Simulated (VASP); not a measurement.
# Ti (Pm-3m) in VASP: a series of runs

Runs on Ti. Level: PBE. Tasks: single point, relaxation of cell and atoms.

All numbers are computed with VASP 6.6.1; they aren't measurements. Logs are shortened: lines on timing, memory, paths and dates and some standing lists are left out, and cuts for length are marked.

## Step 1: The cell of the first run

Symmetry: Pm-3m, No. 221, cubic system. The conventional cell has a = 2.293 Å, b = 2.293 Å, c = 2.293 Å, α = 90.00°, β = 90.00°, γ = 90.00°. Within 3.0 Å of Ti (site symmetry m-3m) lie 6 Ti at 2.29 Å.

This isn't the form of Ti at room conditions, which is hcp.

## Step 2: Single point, PBE

The input, INCAR:

```
SYSTEM = Ti
ALGO = Normal ; EDIFF = 1E-7
ENCUT = 520 ; GGA = PE
ISIF = 2 ; ISMEAR = -1
LASPH = .True. ; LCHARG = .False.
LREAL = .False. ; LWAVE = .False.
NBANDS = 12 ; NELM = 60
PREC = Accurate ; SIGMA = 0.1
```

The input, KPOINTS:

```
k-points
0
Gamma
  16 16 16
  0 0 0
```

The input, POSCAR:

```
Ti
1.0
    2.2926672973      0.0000000000      0.0000000000
    0.0000000000      2.2926672973      0.0000000000
    0.0000000000      0.0000000000      2.2926672973
Ti
1
Direct
    0.0000000000      0.0000000000      0.0000000000
```

Potentials or basis: VASP PAW PBE potentials, release 64 (Ti_sv).

Started as:

```sh
$ cat potpaw_PBE.64/Ti_sv/POTCAR > POTCAR
$ mpirun -np 1 vasp_std > vasp.out
```

OUTCAR:

```text
SYSTEM = Ti
   EDIFF = 1E-7
   ENCUT = 520
   GGA = PE
   ISIF = 2
   ISMEAR = -1
   LASPH = .True.
   LREAL = .False.
   NELM = 60
   PREC = Accurate

 ion  position               nearest neighbor table
   1  0.000  0.000  0.000-

  LATTYP: Found a simple cubic cell.
 ALAT       =     2.2926672973

  Lattice vectors:

 A1 = (   2.2926672973,   0.0000000000,   0.0000000000)
 A2 = (   0.0000000000,   2.2926672973,   0.0000000000)
 A3 = (   0.0000000000,   0.0000000000,   2.2926672973)

Analysis of symmetry for initial positions (statically):
=====================================================================
 Subroutine PRICEL returns:
 Original cell was already a primitive cell.

 Routine SETGRP: Setting up the symmetry group for a
 simple cubic supercell.

 Subroutine GETGRP returns: Found 48 space group operations
 (whereof 48 operations were pure point group operations)
 out of a pool of 48 trial point group operations.

The static configuration has the point symmetry O_h .

Analysis of symmetry for dynamics (positions and initial velocities):
=====================================================================
 Subroutine PRICEL returns:
 Original cell was already a primitive cell.

 Routine SETGRP: Setting up the symmetry group for a
 simple cubic supercell.

 Subroutine GETGRP returns: Found 48 space group operations
 (whereof 48 operations were pure point group operations)
 out of a pool of 48 trial point group operations.

The dynamic configuration has the point symmetry O_h .

 Subroutine INISYM returns: Found 48 space group operations
 (whereof 48 operations are pure point group operations),
 and found     1 'primitive' translations

----------------------------------------------------------------------------------------

                                     Primitive cell

  volume of cell :      12.0510

  direct lattice vectors                    reciprocal lattice vectors
     2.292667297  0.000000000  0.000000000     0.436173186  0.000000000  0.000000000
     0.000000000  2.292667297  0.000000000     0.000000000  0.436173186  0.000000000
     0.000000000  0.000000000  2.292667297     0.000000000  0.000000000  0.436173186

  length of vectors
     2.292667297  2.292667297  2.292667297     0.436173186  0.436173186  0.436173186

  position of ions in fractional coordinates (direct lattice)
     0.000000000  0.000000000  0.000000000
[... 81 lines left out ...]
   NFREE  =      0    steps in history (QN), initial steepest desc. (CG)
   ISIF   =      2    stress and relaxation
   ISYM   =      2    0-nonsym 1-usesym 2-fastsym
   POTIM  = 0.5000    time-step for ionic-motion
   TEBEG  =    0.0;   TEEND  =   0.0 temperature during run
   PSTRESS=    0.0 pullay stress
   NELECT =      12.0000    total number of electrons
   NUPDOWN=      -1.0000    fix difference up-down
   EMIN   =  10.00;   EMAX   =-10.00  energy-range for DOS
   EFERMI =   0.00;   METHOD = LEGACY
   ISMEAR =    -1;   SIGMA  =   0.10  broadening in eV -4-tet -1-fermi 0-gaus
   EFERMI_NEDOS =   21; number of points for ismear=-14 and -15
   IALGO  =     38    algorithm
   IMIX   =      4    mixing-type and parameters
     AMIX     =   0.40;   BMIX     =  1.00
     AMIX_MAG =   1.60;   BMIX_MAG =  1.00
  volume/ion in A,a.u.               =      12.05        81.32
  Fermi-wavevector in a.u.,A,eV,Ry     =   1.634786  3.089297 36.361908  2.672525
  Thomas-Fermi vector in A             =   2.726367
   LORBIT       =      0    0 simple, 1 ext, 2 COOP (PROOUT), +10 PAW based schemes
   GGA     = PE    functional components
   LHFCALC =     F    Hartree Fock is set to
   AEXX    =    0.0000 exact exchange contribution
   IVDW    =     0    specifies the selected vdW correction
   LEPSILON=     F    determine dielectric tensor
   LRPA    =     F    only Hartree local field effects (RPA)
 non-spin polarized calculation
  energy-cutoff  :      520.00
  volume of cell :       12.05
 maximum number of plane-waves:       341
 NGX is ok and might be reduce to    18
   NGX =  9   NGY =  9   NGZ =  9

 number of electron      12.0000010 magnetization

 Free energy of the ion-electron system (eV)
  ---------------------------------------------------
  ext. energy  EPLUGINS =         0.00000000
  ---------------------------------------------------
  free energy    TOTEN  =        -6.05355867 eV

  energy without entropy =       -6.01507997  energy(sigma->0) =       -6.03431932

 E-fermi :  12.6161     XC(G=0): -13.2347

 val. band max:       12.6130088217   @ k =   0.5000   0.3750   0.2500
 cond. band min:      12.6179610271   @ k =   0.2500   0.1250   0.1250
 fundamental gap:      0.0049522054
 Fermi energy:        12.6160543990

 k-point     1 :       0.0000    0.0000    0.0000
  band No.  band energies     occupation
      1     -43.9333      2.00000
      2     -18.5929      2.00000
      3     -18.5929      2.00000
      4     -18.5929      2.00000
      5       6.3096      2.00000
      6      10.1109      2.00000
      7      10.1109      2.00000
      8      18.6675      0.00000
      9      18.6675      0.00000
     10      18.6675      0.00000
     11      33.6323      0.00000
     12      33.6323      0.00000
[... 331 lines left out ...]
 k-point    24 :       0.5000    0.1250    0.0000
  band No.  band energies     occupation
      1     -43.3350      2.00000
      2     -21.2445      2.00000
      3     -18.7251      2.00000
      4     -18.2962      2.00000
      5      11.3209      2.00000
      6      11.7836      1.99951
      7      12.1262      1.98519
      8      15.4606      0.00000
      9      16.7704      0.00000
     10      18.4951      0.00000
     11      24.3191      0.00000
     12      32.4932      0.00000

 [... further k-points ...]

------------------------ aborting loop because EDIFF is reached ----------------------------------------

  FORCE on cell =-STRESS in cart. coord.  units (eV):
  Direction    XX          YY          ZZ          XY          YZ          ZX
  --------------------------------------------------------------------------------------
  -------------------------------------------------------------------------------------
  Total        5.1472900      5.1472900      5.1472900      0.0000000     -0.0000000      0.0000000
  in kB      684.3308343    684.3308343    684.3308343      0.0000000     -0.0000000      0.0000000
  external PRESSURE =     684.3308343 kB  Pullay stress =       0.0000000 kB

 VOLUME and BASIS-vectors are now :
 -----------------------------------------------------------------------------
  energy-cutoff  :      520.00
  volume of cell :       12.05
      direct lattice vectors                 reciprocal lattice vectors
     2.292667297  0.000000000  0.000000000     0.436173186  0.000000000  0.000000000
     0.000000000  2.292667297  0.000000000     0.000000000  0.436173186  0.000000000
     0.000000000  0.000000000  2.292667297     0.000000000  0.000000000  0.436173186

 POSITION                                       TOTAL-FORCE (eV/Angst)
 -----------------------------------------------------------------------------------
      0.00000      0.00000      0.00000         0.000000      0.000000      0.000000
 -----------------------------------------------------------------------------------
    total drift:                                0.000000      0.000000      0.000000

  FREE ENERGIE OF THE ION-ELECTRON SYSTEM (eV)
  ---------------------------------------------------
  free  energy   TOTEN  =        -6.0535586749 eV

  energy  without entropy=       -6.0150799739  energy(sigma->0) =       -6.03431932
```

OSZICAR:

```text
N       E                     dE             d eps       ncg     rms          rms(c)
DAV:   1     0.881158477061E+02    0.88116E+02   -0.66326E+03  3976   0.131E+03
DAV:   2    -0.255007503512E+01   -0.90666E+02   -0.87316E+02  4056   0.306E+02
DAV:   3    -0.613928982775E+01   -0.35892E+01   -0.35080E+01  4916   0.625E+01
DAV:   4    -0.622437173448E+01   -0.85082E-01   -0.84770E-01  4504   0.814E+00
DAV:   5    -0.622632137134E+01   -0.19496E-02   -0.19487E-02  4596   0.104E+00    0.136E+01
DAV:   6    -0.598423595460E+01    0.24209E+00   -0.62806E-01  4724   0.118E+01    0.580E+00
DAV:   7    -0.602375457845E+01   -0.39519E-01   -0.85165E-02  5228   0.342E+00    0.230E+00
DAV:   8    -0.605375630986E+01   -0.30002E-01   -0.69950E-02  4332   0.249E+00    0.229E-01
DAV:   9    -0.605358727256E+01    0.16904E-03   -0.46848E-03  4572   0.697E-01    0.143E-01
DAV:  10    -0.605352061116E+01    0.66661E-04   -0.88332E-04  4032   0.296E-01    0.655E-02
DAV:  11    -0.605355783639E+01   -0.37225E-04   -0.13825E-04  4080   0.127E-01    0.734E-03
DAV:  12    -0.605355861958E+01   -0.78319E-06   -0.25063E-06  4680   0.156E-02    0.383E-03
DAV:  13    -0.605355867494E+01   -0.55359E-07   -0.25519E-07  4080   0.552E-03
   1 F= -.60535587E+01 E0= -.60343193E+01  d E =-.384787E-01
```

stdout:

```text
POSCAR found type information on POSCAR Ti
 POSCAR found :  1 types and       1 ions
 scaLAPACK will be used
 LDA part: xc-table for (Slater+PW92), standard interpolation
 POSCAR, INCAR and KPOINTS ok, starting setup
 FFT: planning ... GRIDC
 FFT: planning ... GRID_SOFT
 FFT: planning ... GRID
 WAVECAR not read
 entering main loop
```

It took 36 s on 1 thread of Intel Xeon 8259CL, shared host; peak memory 0.13 GiB.

Results:

```yaml
Free_energy: -6.0536 eV
Pressure: 68.4 GPa
Band_gap_on_the_k_mesh: zero (bands 6 and 7 overlap by 3.63 eV)
```

Caveat: the cell stands under pressure.

## Step 3: Single point, PBE

The input, INCAR:

```
PREC = Accurate
ENCUT = 520
EDIFF = 1E-7
ISMEAR = -1
SIGMA = 0.1
LREAL = False
LASPH = True
NELM = 60
ALGO = Normal
ISIF = 2
LWAVE = False
LCHARG = True
GGA = PE
LELF = True
LVHAR = True
NBANDS = 12
```

The input, KPOINTS:

```
Automatic mesh
0
Gamma
  16 16 16
```

POSCAR is that of step 2.

Potentials or basis: VASP PAW PBE potentials, release 64 (Ti_sv).

Started as:

```sh
$ cat potpaw_PBE.64/Ti_sv/POTCAR > POTCAR
$ mpirun -np 1 vasp_std > vasp.out
```

Run time: 37 s. Hardware: 1 thread of Intel Xeon 8259CL, shared host; peak memory 0.14 GiB.

Results (log left out):

```yaml
Free_energy: -6.0536 eV
Pressure: 68.4 GPa
Band_gap_on_the_k_mesh: zero (bands 6 and 7 overlap by 3.63 eV)
```

Levels at points of the mesh, in eV from the Fermi level:
| k point | band 3 | band 4 | band 5 | band 6 | band 7 | band 8 | band 9 | band 10 |
| --- | --- | --- | --- | --- | --- | --- | --- | --- |
| (0.00, 0.00, 0.00) | -31.21 | -31.21 | -6.31 | -2.51 | -2.51 | 6.05 | 6.05 | 6.05 |
| (0.50, 0.00, 0.00) | -30.95 | -30.95 | -1.65 | -1.31 | 0.78 | 2.74 | 2.74 | 6.36 |
| (0.50, 0.50, 0.00) | -33.43 | -30.71 | -5.06 | 0.02 | 3.51 | 3.51 | 8.02 | 8.55 |
| (0.50, 0.50, 0.50) | -33.01 | -33.01 | -2.63 | -2.63 | -2.63 | 8.21 | 8.21 | 9.48 |

Caveat: the cell stands under pressure.

## Step 4: Relaxation of cell and atoms, PBE, target pressure 68 GPa, at which the enthalpy is minimised

The input, INCAR:

```
  PREC = Accurate
  ENCUT = 600
  EDIFF = 1E-6
  ISMEAR = -1
  SIGMA = 0.1
  LREAL = F
  LASPH = T
  NELM = 60
  ALGO = Normal
  ISIF = 3
  LWAVE = F
  LCHARG = F
  GGA = PE
  IBRION = 2
  NSW = 32
  EDIFFG = -0.005
  PSTRESS = 680.0
```

KPOINTS is that of step 3.

POSCAR is that of step 3.

Started as:

```sh
$ cat potpaw_PBE.64/Ti_sv/POTCAR > POTCAR
$ mpirun -np 1 vasp_std > vasp.out
```

It took 53 s on 1 thread of Intel Xeon 8259CL, shared host; peak memory 0.14 GiB.

Results (log left out):

| Quantity | Value |
| --- | --- |
| Free energy | -6.0597 eV |
| Relaxed volume | 12.07 Å³/atom |
| Relaxed cell | a = 2.294 Å, b = 2.294 Å, c = 2.294 Å, α = 90.00°, β = 90.00°, γ = 90.00° |
| Space group after relaxing (to 0.1 Å) | Pm-3m (No. 221) |
| Energy change on relaxing (the run minimises the enthalpy) | -6.4 meV/atom |
| Ionic steps | 3 |
| Pressure after relaxing | 68.0 GPa |
| Band gap on the k mesh | zero (bands 6 and 7 overlap by 3.62 eV) |

The path:
| step | energy change (eV) | largest force (eV/Å) | pressure (GPa) | volume (Å³) |
| --- | --- | --- | --- | --- |
| 1 | 0.0000 | 0.0000 | 68.40 | 12.05 |
| 2 | -0.0220 | 0.0000 | 67.26 | 12.10 |
| 3 | -0.0064 | 0.0000 | 67.95 | 12.07 |

Final structure:
```yaml
crystal:
  lattice:
    - [2.29362, 0.00000, 0.00000]
    - [0.00000, 2.29362, 0.00000]
    - [0.00000, 0.00000, 2.29362]
  atoms:
    - { symbol: Ti, position: [0.00000, 0.00000, 0.00000] }
```

Levels at points of the mesh, in eV from the Fermi level:
| k point | band 3 | band 4 | band 5 | band 6 | band 7 | band 8 | band 9 | band 10 |
| --- | --- | --- | --- | --- | --- | --- | --- | --- |
| (0.00, 0.00, 0.00) | -31.21 | -31.21 | -6.30 | -2.50 | -2.50 | 6.04 | 6.04 | 6.04 |
| (0.50, 0.00, 0.00) | -30.95 | -30.95 | -1.65 | -1.31 | 0.78 | 2.74 | 2.74 | 6.36 |
| (0.50, 0.50, 0.00) | -33.43 | -30.71 | -5.05 | 0.02 | 3.50 | 3.50 | 8.01 | 8.54 |
| (0.50, 0.50, 0.50) | -33.01 | -33.01 | -2.63 | -2.63 | -2.63 | 8.20 | 8.20 | 9.48 |

Caveat: the cell is relaxed towards a set pressure, so the run minimises the enthalpy, not the energy.

## Step 5: Relaxation of cell and atoms, PBE, target pressure 68 GPa, at which the enthalpy is minimised

This run uses another cell than the first one, of 12.69 Å³/atom.

The input, INCAR:

```
PREC     = Accurate       # precision mode
ENCUT    = 600            # plane-wave cutoff, eV
EDIFF    = 1E-6           # SCF threshold, eV
ISMEAR   = -1             # smearing method
SIGMA    = 0.1            # smearing width, eV
LREAL    = False          # projectors in reciprocal space
LASPH    = True           # aspherical terms in the spheres
NELM     = 100            # most SCF steps
ALGO     = Normal         # electronic algorithm
ISIF     = 3              # what is computed and relaxed
LWAVE    = False          # write WAVECAR
LCHARG   = False          # write CHGCAR
GGA      = PE             # functional
IBRION   = 2              # ionic algorithm
NSW      = 60             # ionic steps
EDIFFG   = -0.005         # ionic threshold
PSTRESS  = 680.0
```

The input, KPOINTS:

```
regular mesh
0
Gamma
  16 16 16
```

The input, POSCAR:

```
Ti
1.0
    2.3321964522      0.0000000000      0.0000000000
    0.0000000000      2.3321964522      0.0000000000
    0.0000000000      0.0000000000      2.3321964522
Ti
1
Direct
    0.0000000000      0.0000000000      0.0000000000
```

Started as:

```sh
$ cat potpaw_PBE.64/Ti_sv/POTCAR > POTCAR
$ mpirun -np 1 vasp_std > vasp.out
```

Run time: 99 s. Hardware: 1 thread of Intel Xeon 8259CL, shared host; peak memory 0.16 GiB.

Results (log left out):

| Quantity | Value |
| --- | --- |
| Free energy | -6.0599 eV |
| Relaxed volume | 12.07 Å³/atom |
| Relaxed cell | a = 2.294 Å, b = 2.294 Å, c = 2.294 Å, α = 90.00°, β = 90.00°, γ = 90.00° |
| Space group after relaxing (to 0.1 Å) | Pm-3m (No. 221) |
| Energy change on relaxing (the run minimises the enthalpy) | +236.2 meV/atom |
| Ionic steps | 4 |
| Pressure after relaxing | 68.0 GPa |
| Band gap on the k mesh | zero (bands 6 and 7 overlap by 3.62 eV) |

Step by step:
| step | energy change (eV) | largest force (eV/Å) | pressure (GPa) | volume (Å³) |
| --- | --- | --- | --- | --- |
| 1 | 0.0000 | 0.0000 | 54.62 | 12.69 |
| 2 | 0.8884 | 0.0000 | 104.91 | 10.84 |
| 3 | 0.2267 | 0.0000 | 67.42 | 12.09 |
| 4 | 0.2362 | 0.0000 | 67.97 | 12.07 |

Final structure:
```
Ti
1.0
     2.29359    0.00000    0.00000
     0.00000    2.29359    0.00000
     0.00000    0.00000    2.29359
Ti
1
Direct
  0.00000 0.00000 0.00000
```

Levels at points of the mesh, in eV from the Fermi level:
| k point | band 2 | band 3 | band 4 | band 5 | band 6 | band 7 | band 8 | band 9 | band 10 |
| --- | --- | --- | --- | --- | --- | --- | --- | --- | --- |
| (0.00, 0.00, 0.00) | -31.21 | -31.21 | -31.21 | -6.30 | -2.50 | -2.50 | 6.04 | 6.04 | 6.04 |
| (0.50, 0.00, 0.00) | -33.93 | -30.95 | -30.95 | -1.65 | -1.31 | 0.78 | 2.74 | 2.74 | 6.36 |
| (0.50, 0.50, 0.00) | -33.43 | -33.43 | -30.71 | -5.05 | 0.02 | 3.50 | 3.50 | 8.01 | 8.54 |
| (0.50, 0.50, 0.50) | -33.01 | -33.01 | -33.01 | -2.63 | -2.63 | -2.63 | 8.20 | 8.20 | 9.48 |

Caveat: the cell is relaxed towards a set pressure, so the run minimises the enthalpy, not the energy.

## Step 6: Summary

```tsv
task	cell	cutoff (eV)	gap on the mesh (eV)	pressure (GPa)
single point	a = 2.293 Å, 1 atom	520	none	68.4
relaxation of cell and atoms	relaxed to 68 GPa from a = 2.293 Å, 1 atom	600	none	68.0
relaxation of cell and atoms	relaxed to 68 GPa from a = 2.332 Å, 1 atom	600	none	68.0
```

Alike in all rows: level PBE; potentials or basis VASP PAW PBE potentials, release 64 (Ti_sv); no spin polarisation; k mesh 16 × 16 × 16; smearing fermi-dirac 0.1 eV.

Caveats: the cell is relaxed towards a set pressure, so the run minimises the enthalpy, not the energy (at least some runs); the cell stands under pressure (at least some runs).

Absolute energies hang on the potentials; compare differences alone.
